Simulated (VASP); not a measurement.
# Rh (Fd-3m) in VASP: a series of runs

The runs below take Rh through single point, with PBE.

Everything below comes from runs of VASP 6.6.1. Logs are shortened: lines on timing, memory, paths and dates and some standing lists are left out, and cuts for length are marked.

### 1 The cell of the first run

Symmetry: Fd-3m, No. 227, cubic system. Conventional cell: a = 5.551 Å, b = 5.551 Å, c = 5.551 Å, α = 90.00°, β = 90.00°, γ = 90.00°. Within 3.2 Å of Rh (site symmetry -43m) lie 4 Rh at 2.40 Å.

This isn't the form of Rh at room conditions, which is fcc.

### 2 Single point, PBE

INCAR reads:

```
  PREC = Accurate
  ENCUT = 520
  EDIFF = 1E-7
  ISMEAR = -1
  SIGMA = 0.06122561905347299
  LREAL = False
  LASPH = True
  NELM = 100
  ALGO = Normal
  ISIF = 2
  LWAVE = False
  LCHARG = False
  GGA = PE
  NBANDS = 22
```

KPOINTS reads:

```
Automatic mesh
0
Gamma
  34 34 34
```

POSCAR reads:

```
Rh
1.0
    0.0000000000      2.7754149789      2.7754149789
    2.7754149789      0.0000000000      2.7754149789
    2.7754149789      2.7754149789      0.0000000000
Rh
2
Direct
    0.0000000000      0.0000000000      0.0000000000
    0.2500000000      0.2500000000      0.2500000000
```

Potentials or basis: VASP PAW PBE potentials, release 64 (Rh_pv).

The run is started by

```bash
> cat potpaw_PBE.64/Rh_pv/POTCAR > POTCAR
> mpirun -np 1 vasp_std > vasp.out
```

OUTCAR:

```text
PREC = Accurate
   ENCUT = 520
   EDIFF = 1E-7
   ISMEAR = -1
   LREAL = False
   LASPH = True
   NELM = 100
   ISIF = 2
   GGA = PE

 ion  position               nearest neighbor table
   1  0.000  0.000  0.000-   2 2.40   2 2.40   2 2.40   2 2.40
   2  0.250  0.250  0.250-   1 2.40   1 2.40   1 2.40   1 2.40

  LATTYP: Found a face centered cubic cell.
 ALAT       =     5.5508299578

  Lattice vectors:

 A1 = (   0.0000000000,   2.7754149789,   2.7754149789)
 A2 = (   2.7754149789,   0.0000000000,   2.7754149789)
 A3 = (   2.7754149789,   2.7754149789,   0.0000000000)

Analysis of symmetry for initial positions (statically):
=====================================================================
 Subroutine PRICEL returns:
 Original cell was already a primitive cell.

 Routine SETGRP: Setting up the symmetry group for a
 face centered cubic supercell.

 Subroutine GETGRP returns: Found 48 space group operations
 (whereof 24 operations were pure point group operations)
 out of a pool of 48 trial point group operations.

The static configuration has the point symmetry T_d .
 The point group associated with its full space group is O_h .

Analysis of symmetry for dynamics (positions and initial velocities):
=====================================================================
 Subroutine PRICEL returns:
 Original cell was already a primitive cell.

 Routine SETGRP: Setting up the symmetry group for a
 face centered cubic supercell.

 Subroutine GETGRP returns: Found 48 space group operations
 (whereof 24 operations were pure point group operations)
 out of a pool of 48 trial point group operations.

The dynamic configuration has the point symmetry T_d .
 The point group associated with its full space group is O_h .

 Subroutine INISYM returns: Found 48 space group operations
 (whereof 24 operations are pure point group operations),
 and found     1 'primitive' translations

----------------------------------------------------------------------------------------

                                     Primitive cell

  volume of cell :      42.7576

  direct lattice vectors                    reciprocal lattice vectors
     0.000000000  2.775414979  2.775414979    -0.180153240  0.180153240  0.180153240
     2.775414979  0.000000000  2.775414979     0.180153240 -0.180153240  0.180153240
     2.775414979  2.775414979  0.000000000     0.180153240  0.180153240 -0.180153240

  length of vectors
     3.925029504  3.925029504  3.925029504     0.312034564  0.312034564  0.312034564

  position of ions in fractional coordinates (direct lattice)
     0.000000000  0.000000000  0.000000000
     0.250000000  0.250000000  0.250000000

  ion indices of the primitive-cell ions
   primitive index   ion index
                 1           1
                 2           2

----------------------------------------------------------------------------------------

 KPOINTS: Automatic mesh

Automatic generation of k-mesh.
 Grid dimensions read from file:
 generate k-points for:   34   34   34

 Generating k-lattice:

  Cartesian coordinates                     Fractional coordinates (reciprocal lattice)
    -0.005298625  0.005298625  0.005298625     0.029411765  0.000000000  0.000000000
     0.005298625 -0.005298625  0.005298625     0.000000000  0.029411765  0.000000000
     0.005298625  0.005298625 -0.005298625     0.000000000  0.000000000  0.029411765

  Length of vectors
     0.009177487  0.009177487  0.009177487

  Shift w.r.t. Gamma in fractional coordinates (k-lattice)
     0.000000000  0.000000000  0.000000000

 Subroutine IBZKPT returns following result:
 ===========================================

 Found   1059 irreducible k-points:

 Following reciprocal coordinates:
            Coordinates               Weight
  0.000000  0.000000  0.000000      1.000000
  0.029412  0.000000  0.000000      8.000000
  0.058824  0.000000  0.000000      8.000000
  0.088235  0.000000  0.000000      8.000000
  0.117647  0.000000  0.000000      8.000000
  0.147059  0.000000  0.000000      8.000000
[... 16 lines left out ...]
  0.147059  0.029412  0.000000     24.000000
  0.176471  0.029412  0.000000     24.000000
 [... further k-points ...]
   k-points           NKPTS =   1059   k-points in BZ     NKDIM =   1059   number of bands    NBANDS=     22
   number of dos      NEDOS =    301   number of ions     NIONS =      2
   total plane-waves  NPLWV =  27000
   dimension x,y,z NGX =    30 NGY =   30 NGZ =   30
   dimension x,y,z NGXF=    60 NGYF=   60 NGZF=   60
   ions per type =               2
   NGX,Y,Z   is equivalent  to a cutoff of  12.71, 12.71, 12.71 a.u.
   NGXF,Y,Z  is equivalent  to a cutoff of  25.41, 25.41, 25.41 a.u.
 SYSTEM =  unknown system
   PREC   = accura    normal or accurate (medium, high low for compatibility)
   ISTART =      0    job   : 0-new  1-cont  2-samecut
   ICHARG =      2    charge: 1-file 2-atom 10-const
   ISPIN  =      1    spin polarized calculation?
   LNONCOLLINEAR =      F non collinear calculations
   LSORBIT =      F    spin-orbit coupling
   LASPH  =      T    aspherical Exc in radial PAW
   ENCUT  =  520.0 eV  38.22 Ry    6.18 a.u.   7.30  7.30  7.30*2*pi/ulx,y,z
   NELM   =    100;   NELMIN=  2; NELMDL= -5     # of ELM steps
   EDIFF  = 0.1E-06   stopping-criterion for ELM
   LREAL  =      F    real-space projection
   EDIFFG = 0.1E-05   stopping-criterion for IOM
   NSW    =      0    number of steps for IOM
   IBRION =     -1    ionic relax: 0-MD 1-quasi-New 2-CG
   NFREE  =      0    steps in history (QN), initial steepest desc. (CG)
   ISIF   =      2    stress and relaxation
   ISYM   =      2    0-nonsym 1-usesym 2-fastsym
   POTIM  = 0.5000    time-step for ionic-motion
   TEBEG  =    0.0;   TEEND  =   0.0 temperature during run
   PSTRESS=    0.0 pullay stress
   NELECT =      30.0000    total number of electrons
   NUPDOWN=      -1.0000    fix difference up-down
   EMIN   =  10.00;   EMAX   =-10.00  energy-range for DOS
   EFERMI =   0.00;   METHOD = LEGACY
   ISMEAR =    -1;   SIGMA  =   0.06  broadening in eV -4-tet -1-fermi 0-gaus
   EFERMI_NEDOS =   21; number of points for ismear=-14 and -15
   IALGO  =     38    algorithm
   IMIX   =      4    mixing-type and parameters
     AMIX     =   0.40;   BMIX     =  1.00
     AMIX_MAG =   1.60;   BMIX_MAG =  1.00
  volume/ion in A,a.u.               =      21.38       144.27
  Fermi-wavevector in a.u.,A,eV,Ry     =   1.454713  2.749009 28.792512  2.116190
  Thomas-Fermi vector in A             =   2.571832
   LORBIT       =      0    0 simple, 1 ext, 2 COOP (PROOUT), +10 PAW based schemes
   GGA     = PE    functional components
   LHFCALC =     F    Hartree Fock is set to
   AEXX    =    0.0000 exact exchange contribution
   IVDW    =     0    specifies the selected vdW correction
   LEPSILON=     F    determine dielectric tensor
   LRPA    =     F    only Hartree local field effects (RPA)
 non-spin polarized calculation
  energy-cutoff  :      520.00
  volume of cell :       42.76
 maximum number of plane-waves:      1179
 NGX is ok and might be reduce to    30
   NGX = 15   NGY = 15   NGZ = 15

 number of electron      29.9999987 magnetization

 Free energy of the ion-electron system (eV)
  ---------------------------------------------------
  ext. energy  EPLUGINS =         0.00000000
  ---------------------------------------------------
  free energy    TOTEN  =       -12.31338285 eV

  energy without entropy =      -12.26995505  energy(sigma->0) =      -12.29166895

 E-fermi :   6.0975     XC(G=0): -10.9982

 val. band max:        6.0968897428   @ k =   0.4706   0.0882   0.0000
 cond. band min:       6.0979449199   @ k =  -0.4118   0.0882   0.0294
 fundamental gap:      0.0010551771
 Fermi energy:         6.0974817145

 k-point     1 :       0.0000    0.0000    0.0000
  band No.  band energies     occupation
      1     -40.9267      2.00000
      2     -40.9267      2.00000
      3     -40.9267      2.00000
      4     -40.3535      2.00000
      5     -40.3535      2.00000
      6     -40.3535      2.00000
[... 14 lines left out ...]
     21      18.6740      0.00000
     22      18.8333      0.00000

 k-point     2 :       0.0294    0.0000    0.0000
  band No.  band energies     occupation
      1     -40.9273      2.00000
      2     -40.9273      2.00000
      3     -40.9265      2.00000
      4     -40.3537      2.00000
      5     -40.3529      2.00000
      6     -40.3529      2.00000
[... 14 lines left out ...]
     21      18.5975      0.00000
     22      18.9227      0.00000

 k-point     3 :       0.0588    0.0000    0.0000
  band No.  band energies     occupation
      1     -40.9289      2.00000
      2     -40.9289      2.00000
      3     -40.9260      2.00000
      4     -40.3544      2.00000
      5     -40.3512      2.00000
      6     -40.3512      2.00000
[... 14 lines left out ...]
     21      18.3611      0.00000
     22      19.1105      0.00000

 k-point     4 :       0.0882    0.0000    0.0000
  band No.  band energies     occupation
      1     -40.9315      2.00000
      2     -40.9315      2.00000
      3     -40.9252      2.00000
      4     -40.3555      2.00000
      5     -40.3485      2.00000
      6     -40.3485      2.00000
[... 14 lines left out ...]
     21      18.1207      0.00000
     22      19.2989      0.00000

 k-point     5 :       0.1176    0.0000    0.0000
  band No.  band energies     occupation
      1     -40.9350      2.00000
      2     -40.9350      2.00000
      3     -40.9240      2.00000
      4     -40.3570      2.00000
      5     -40.3449      2.00000
      6     -40.3449      2.00000
[... 417 lines left out ...]
 k-point    22 :       0.1176    0.0294    0.0000
  band No.  band energies     occupation
      1     -40.9360      2.00000
      2     -40.9346      2.00000
      3     -40.9221      2.00000
      4     -40.3589      2.00000
      5     -40.3455      2.00000
      6     -40.3440      2.00000
[... 14 lines left out ...]
     21      18.4467      0.00000
     22      19.1304      0.00000

 k-point    23 :       0.1471    0.0294    0.0000
  band No.  band energies     occupation
      1     -40.9403      2.00000
      2     -40.9384      2.00000
      3     -40.9207      2.00000
      4     -40.3607      2.00000
      5     -40.3416      2.00000
      6     -40.3395      2.00000
[... 14 lines left out ...]
     21      18.1279      0.00000
     22      19.3468      0.00000

 k-point    24 :       0.1765    0.0294    0.0000
  band No.  band energies     occupation
      1     -40.9452      2.00000
      2     -40.9428      2.00000
      3     -40.9190      2.00000
      4     -40.3629      2.00000
      5     -40.3370      2.00000
      6     -40.3345      2.00000
[... 14 lines left out ...]
     21      17.8128      0.00000
     22      19.5198      0.00000

 [... further k-points ...]
[... 5 lines left out ...]
  --------------------------------------------------------------------------------------
  -------------------------------------------------------------------------------------
  Total       -0.6375943     -0.6375943     -0.6375943      0.0000000      0.0000000      0.0000000
  in kB      -23.8913810    -23.8913810    -23.8913810      0.0000000      0.0000000      0.0000000
  external PRESSURE =     -23.8913810 kB  Pullay stress =       0.0000000 kB

 VOLUME and BASIS-vectors are now :
 -----------------------------------------------------------------------------
  energy-cutoff  :      520.00
  volume of cell :       42.76
      direct lattice vectors                 reciprocal lattice vectors
     0.000000000  2.775414979  2.775414979    -0.180153240  0.180153240  0.180153240
     2.775414979  0.000000000  2.775414979     0.180153240 -0.180153240  0.180153240
     2.775414979  2.775414979  0.000000000     0.180153240  0.180153240 -0.180153240

 POSITION                                       TOTAL-FORCE (eV/Angst)
 -----------------------------------------------------------------------------------
      0.00000      0.00000      0.00000         0.000000      0.000000     -0.000000
      1.38771      1.38771      1.38771        -0.000000     -0.000000      0.000000
 -----------------------------------------------------------------------------------
    total drift:                                0.000000     -0.000000      0.000000

  FREE ENERGIE OF THE ION-ELECTRON SYSTEM (eV)
  ---------------------------------------------------
  free  energy   TOTEN  =       -12.3133828528 eV

  energy  without entropy=      -12.2699550514  energy(sigma->0) =      -12.29166895
```

It took 16 min on 1 thread of Oxide Virtual Turin-like, shared host; peak memory 0.76 GiB.

Results:

```
Free energy            : -12.3134 eV
Pressure               : -2.4 GPa
Band gap on the k mesh : zero (bands 15 and 16 overlap by 1.19 eV)
```

### 3 Single point, PBE

This run uses another cell than the first one, of 21.80 Å³/atom.

INCAR reads:

```
ALGO = Normal
EDIFF = 1E-6
ENCUT = 520
GGA = PE
ISIF = 2
ISMEAR = -1
LASPH = T
LCHARG = T
LELF = T
LREAL = F
LVHAR = T
LWAVE = F
NBANDS = 22
NELM = 100
PREC = Accurate
SIGMA = 0.06122561905347299
```

KPOINTS reads:

```
k-points
0
Gamma
  34 34 34
```

POSCAR reads:

```
Rh
1.0
    0.0000000000      2.7934376591      2.7934376591
    2.7934376591      0.0000000000      2.7934376591
    2.7934376591      2.7934376591      0.0000000000
Rh
2
Direct
    0.0000000000      0.0000000000      0.0000000000
    0.2500000000      0.2500000000      0.2500000000
```

Potentials or basis: VASP PAW PBE potentials, release 64 (Rh_pv).

The run is started by

```bash
> cat potpaw_PBE.64/Rh_pv/POTCAR > POTCAR
> mpirun -np 1 vasp_std > vasp.out
```

Run time: 18 min. Hardware: 1 thread of Oxide Virtual Turin-like, shared host; peak memory 0.78 GiB.

The run converged. Its results:

```
Free energy            : -12.2956 eV
Pressure               : -4.5 GPa
Band gap on the k mesh : zero (bands 15 and 16 overlap by 1.16 eV)
```

Levels at points of the mesh, in eV from the Fermi level:
```
           k point  band 11  band 12  band 13  band 14  band 15  band 16  band 17  band 18  band 19  band 20
(0.00, 0.00, 0.00)    -3.69    -3.69    -1.35    -1.35    -1.35     0.32     0.32    12.37    12.45    12.45
(0.50, 0.00, 0.00)    -3.69    -3.51    -0.88    -0.88    -0.56     0.03     0.03     1.74     9.13     9.13
(0.50, 0.50, 0.00)    -2.09    -2.09    -1.98    -1.98     0.26     0.26     2.23     2.23     4.71     4.71
```

Caveat: the cell stands under tension.
